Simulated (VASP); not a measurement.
# Ta3AsAu2O13: electric field gradients with PBE

The system is Ta3AsAu2O13.

```
Ta As Au O
1.0
     5.88672    0.00000    0.00000
     2.19986    5.91413    0.00000
     1.85109    1.73865    7.56124
Ta As Au O
3 1 2 13
Direct
  0.39605 0.05000 0.58683
  0.95891 0.61806 0.76348
  0.06984 0.27356 0.18903
  0.07072 0.88917 0.02743
  0.21939 0.67567 0.38144
  0.68925 0.45927 0.56874
  0.16689 0.59518 0.16534
  0.86104 0.11514 0.11677
  0.26950 0.96377 0.83676
  0.87527 0.82792 0.92000
  0.70329 0.78261 0.54686
  0.17528 0.40817 0.59350
  0.27798 0.92640 0.17203
  0.64612 0.14878 0.61595
  0.14281 0.39538 0.93941
  0.30048 0.17203 0.35732
  0.19051 0.80386 0.59347
  0.70787 0.47140 0.81379
  0.77878 0.42364 0.31185
```

```json
{
  "Program": "VASP 6.6.1",
  "Task": "electric field gradients",
  "Functional": "PBE",
  "Potentials or basis": "VASP PAW PBE potentials, release 64 (Ta_pv, As, Au, O)",
  "Cutoff": "520 eV",
  "k mesh": "5 × 5 × 4",
  "Occupations": "fermi-dirac, width 0.05 eV",
  "Spin": "no spin polarisation",
  "Dipole correction": "no",
  "Further INCAR settings": "ALGO = Normal; EDIFF = 1e-08; NBANDS = 84"
}
```

```yaml
Pressure: 0.9 GPa
Largest_force: 0.288 eV/Å
Band_gap_on_the_k_mesh: 1.56 eV, indirect (least direct gap 1.60 eV)
```

Forces in eV/Å, atoms in the order of the input:
```
Ta  -0.112 -0.046  0.012
Ta   0.044  0.060 -0.125
Ta   0.077 -0.061 -0.016
As   0.075 -0.116  0.056
Au   0.012 -0.035  0.023
Au  -0.021 -0.005 -0.049
O   -0.001 -0.117  0.049
O   -0.123  0.238  0.105
O    0.102  0.010 -0.119
O   -0.135  0.007 -0.029
O    0.033 -0.007 -0.007
O   -0.001 -0.021  0.001
O    0.045  0.000 -0.019
O    0.130  0.023  0.019
O    0.055 -0.034 -0.036
O    0.017  0.010 -0.043
O    0.029  0.026  0.009
O   -0.113 -0.044  0.082
O   -0.113  0.110  0.088
```

Stress tensor (GPa, compression positive):
```
0.77 0.05 0.00
0.05 0.81 0.10
0.00 0.10 0.98
```

Levels at points of the mesh, in eV from the valence-band top:
```tsv
k point	band 65	band 66	band 67	band 68	band 69	band 70	band 71	band 72	band 73	band 74
(0.00, 0.00, 0.00)	-0.49	-0.44	-0.33	-0.23	-0.04	1.65	1.93	3.14	3.70	3.81
(0.00, 0.00, 0.50)	-0.53	-0.40	-0.33	-0.26	-0.01	1.62	1.75	3.34	3.55	3.91
```

Electric field gradients, principal values (V/Å²):
| atom | least | middle | greatest (by size) |
| --- | --- | --- | --- |
| 1 Ta | 31.823 | 227.120 | -258.943 |
| 2 Ta | 29.446 | 234.013 | -263.458 |
| 3 Ta | -26.464 | -244.834 | 271.298 |
| 4 As | 24.201 | 33.415 | -57.616 |
| 5 Au | 106.765 | 123.354 | -230.119 |
| 6 Au | 68.027 | 128.072 | -196.099 |
| 7 O | 36.363 | 107.323 | -143.686 |
| 8 O | -46.130 | -86.856 | 132.987 |
| 9 O | -45.032 | -83.123 | 128.155 |
| 10 O | -43.385 | -66.895 | 110.280 |
| 11 O | -26.520 | -82.034 | 108.554 |
| 12 O | -11.366 | -100.614 | 111.981 |
| 13 O | -5.602 | -101.169 | 106.770 |
| 14 O | -53.029 | -62.135 | 115.164 |
| 15 O | -4.046 | -32.000 | 36.046 |
| 16 O | -7.172 | -33.081 | 40.253 |
| 17 O | -15.236 | -105.318 | 120.554 |
| 18 O | -59.786 | -72.779 | 132.566 |
| 19 O | -36.756 | -64.283 | 101.038 |

Wall time 5 min on 4 MPI ranks on Intel(R) Xeon(R) 6975P-C (Granite Rapids) (shared host), peak memory 0.96 GiB a rank.

Caveat: without QUAD_EFG the Cq values of the log hold for a quadrupole moment of 1 mb, not for the nuclei; spin-orbit coupling is left out, which moves the levels of the heavy elements. A k mesh can miss the band edges.
